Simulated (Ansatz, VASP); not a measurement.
# One calculation of NaH, two programs

```xyz
2
Lattice="-0.0361 2.4272 2.4048 2.4310 -0.0404 2.4091 2.4051 2.4056 -0.0146" Properties=species:S:1:pos:R:3 pbc="T T T"
Na    2.3720    0.0424    2.4250
H     2.4977    2.4389    2.4150
```

Alike in both runs: task single point; functional PBEsol; k mesh 6 × 6 × 6; occupations fermi-dirac, width 0.05 eV; no spin polarisation.

|  | VASP | Ansatz |
| --- | --- | --- |
| version | VASP 6.6.1 | Ansatz 0.2.0 |
| potentials or method | VASP PAW PBE potentials, release 64 (Na_pv, H), cutoff 520 eV | plane waves, PAW |
| valence electrons in the cell | 8 | 10 |

|  | VASP | Ansatz | Ansatz less VASP |
| --- | --- | --- | --- |
| pressure (GPa) | -0.7 | -0.7 | +0.02 |
| traceless stress, the component that is largest in VASP (GPa) | 0.57 | 0.57 | -0.002 |
| rms of the force components (eV/Å) | 0.080 | 0.079 | -0.0011 |

VASP's potentials were made for PBE, not for PBEsol. Atom by atom the forces differ by 0.001 eV/Å (rms over components). VASP's potentials hold 8 valence electrons a cell and Ansatz's 10, so a difference there can come from the potentials and not from the codes. Ansatz's warnings: stress scf threshold loose.
